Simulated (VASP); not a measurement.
A run of VASP 6.6.1:

File INCAR:

```
SYSTEM = Si2Ni
PREC = Accurate ; ENCUT = 520
EDIFF = 1E-8 ; ISMEAR = -1
SIGMA = 0.05 ; LREAL = .FALSE.
LASPH = .TRUE. ; NELM = 150
ALGO = Normal ; ISIF = 2
LWAVE = .FALSE. ; LCHARG = .FALSE.
ISPIN = 2 ; MAGMOM = 0 0 1.5
LORBIT = 11 ; LMAXMIX = 4
GGA = PE ; LEFG = .TRUE.
NBANDS = 20
```

The input KPOINTS:

```
regular mesh
0
G
  11 11 11
  0 0 0
```

Contents of POSCAR:

```
Si2Ni
1.0
    0.0000000000      2.6975000000      2.6975000000
    2.6975000000      0.0000000000      2.6975000000
    2.6975000000      2.6975000000      0.0000000000
Si Ni
2 1
Direct
    0.2500000000      0.2500000000      0.2500000000
    0.7500000000      0.7500000000      0.7500000000
    0.0000000000      0.0000000000      0.0000000000
```

Potentials or basis: VASP PAW PBE potentials, release 64 (Si, Ni).

Launch:

```console
$ cat potpaw_PBE.64/Si/POTCAR potpaw_PBE.64/Ni/POTCAR > POTCAR
$ mpirun -np 1 vasp_std > vasp.out
```

Hardware: 1 thread of Intel(R) Xeon(R) 6975P-C (Granite Rapids), with other jobs on the host.

How long does it take, and how much memory?

It took 53 s on 1 thread of Intel(R) Xeon(R) 6975P-C (Granite Rapids), on a shared host, peak memory 0.21 GiB. Counts: scf iterations 20, k points 56.
